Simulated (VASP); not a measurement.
Here is a VASP 6.6.1 calculation.

INCAR

```
ALGO = Normal ; EDIFF = 1E-6
ENCUT = 500 ; GGA = PE
GGA_COMPAT = False ; ISIF = 2
ISMEAR = 0 ; LASPH = True
LCHARG = False ; LREAL = False
LWAVE = False ; NBANDS = 11
NELM = 120 ; PREC = Accurate
SIGMA = 0.02
```

KPOINTS

```
k-points
0
Gamma
  10 10 10
```

File POSCAR:

```
Si
1.0
    0.0000000000      2.7348307985      2.7348307985
    2.7348307985      0.0000000000      2.7348307985
    2.7348307985      2.7348307985      0.0000000000
Si
2
Direct
    0.0000000000      0.0000000000      0.0000000000
    0.2500000000      0.2500000000      0.2500000000
```

Potentials or basis: VASP PAW PBE potentials, release 64 (Si).

The run is started by

```sh
$ cat potpaw_PBE.64/Si/POTCAR > POTCAR
$ mpirun -np 1 vasp_std > vasp.out
```

(1) Predict the pressure.

(2) Predict the band gap on the k mesh.

Results:

(1) 0.0 GPa.

(2) 0.62 eV, indirect (least direct gap 2.56 eV).
